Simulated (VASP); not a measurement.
Input of a VASP 6.6.1 run:

File INCAR:

```
PREC = Accurate
ENCUT = 600
EDIFF = 1E-6
ISMEAR = 0
SIGMA = 0.1
LREAL = False
LASPH = True
NELM = 80
ALGO = Fast
ISIF = 3
LWAVE = False
LCHARG = False
GGA = PS
IBRION = 2
NSW = 100
EDIFFG = -0.005
```

KPOINTS

```
regular mesh
0
Gamma
  12 12 12
```

POSCAR

```
Al2Au
1.0
    0.0000000000      3.0000000000      3.0000000000
    3.0000000000      0.0000000000      3.0000000000
    3.0000000000      3.0000000000      0.0000000000
Al Au
2 1
Direct
    0.2500000000      0.2500000000      0.2500000000
    0.7500000000      0.7500000000      0.7500000000
    0.0000000000      0.0000000000      0.0000000000
```

Potentials or basis: VASP PAW PBE potentials, release 64 (Al, Au).

Command:

```console
$ cat potpaw_PBE.64/Al/POTCAR potpaw_PBE.64/Au/POTCAR > POTCAR
$ mpirun -np 1 vasp_std > vasp.out
```

**Question.** Predict the band gap on the k mesh.

**Answer.** Zero (an odd number of electrons rules out a gap without spin polarisation).

Final structure:
```xyz
3
Lattice="0.0000 3.0000 3.0000 3.0000 0.0000 3.0000 3.0000 3.0000 0.0000" Properties=species:S:1:pos:R:3 pbc="T T T"
Al    1.5000    1.5000    1.5000
Al    4.5000    4.5000    4.5000
Au    0.0000    0.0000    0.0000
```

Caveat: the relaxation stopped at its first step, so nothing moved; spin-orbit coupling is left out, which moves the levels of the heavy elements.
